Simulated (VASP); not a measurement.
A run of VASP 6.6.1 is set up as follows.

Contents of POSCAR:

```
SrTiO3
1.0
    3.8573695400      0.0000000000      0.0000000000
    0.0000000000      7.7147390900      0.0000000000
    0.0000000000      0.0000000000      3.8573695400
Sr Ti O
2 2 6
Direct
    0.0000000000      0.0000000000      0.0000000000
    0.0000000000      0.5000000000      0.0000000000
    0.5000000000      0.2500000000      0.5000000000
    0.5000000000      0.7500000000      0.5000000000
    0.0000000000      0.2500000000      0.5000000000
    0.0000000000      0.7500000000      0.5000000000
    0.5000000000      0.0000000000      0.5000000000
    0.5000000000      0.5000000000      0.5000000000
    0.5000000000      0.2500000000      0.0000000000
    0.5000000000      0.7500000000      0.0000000000
```

Contents of INCAR.step1:

```
SYSTEM = SrTiO3
PREC = Accurate ; ENCUT = 520
ISMEAR = -1 ; SIGMA = 0.1257
LREAL = .FALSE. ; LASPH = .TRUE.
NELM = 80 ; NBANDS = 51
GGA = PE ; ALGO = Normal
EDIFF = 1E-4 ; LWAVE = .TRUE.
LCHARG = .FALSE.
```

File INCAR.step2:

```
SYSTEM = SrTiO3
PREC = Accurate ; ENCUT = 520
EDIFF = 1E-7 ; ISMEAR = -1
SIGMA = 0.1257 ; LREAL = .FALSE.
LASPH = .TRUE. ; NELM = 80
ALGO = Normal ; ISIF = 2
LWAVE = .FALSE. ; LCHARG = .TRUE.
METAGGA = R2SCAN ; LMIXTAU = .TRUE.
LELF = .TRUE. ; LVHAR = .TRUE.
NBANDS = 51 ; ISTART = 1
```

Contents of KPOINTS:

```
regular mesh
0
G
  7 4 7
  0 0 0
```

Potentials or basis: VASP PAW PBE potentials, release 64 (Sr_sv, Ti_sv, O).

Run with:

```console
$ cat potpaw_PBE.64/Sr_sv/POTCAR potpaw_PBE.64/Ti_sv/POTCAR potpaw_PBE.64/O/POTCAR > POTCAR
$ cp INCAR.step1 INCAR
$ mpirun -np 1 vasp_std > vasp.out
$ cp INCAR.step2 INCAR
$ mpirun -np 1 vasp_std > vasp.out
```

Task: Estimate the pressure.

Result: 8.9 GPa.

Task: Estimate the band gap on the k mesh.

Result: 2.40 eV.

Caveat: the cell stands under pressure; the PAW data sets were made with another functional, which shifts forces and pressure a little. A k mesh can miss the band edges.
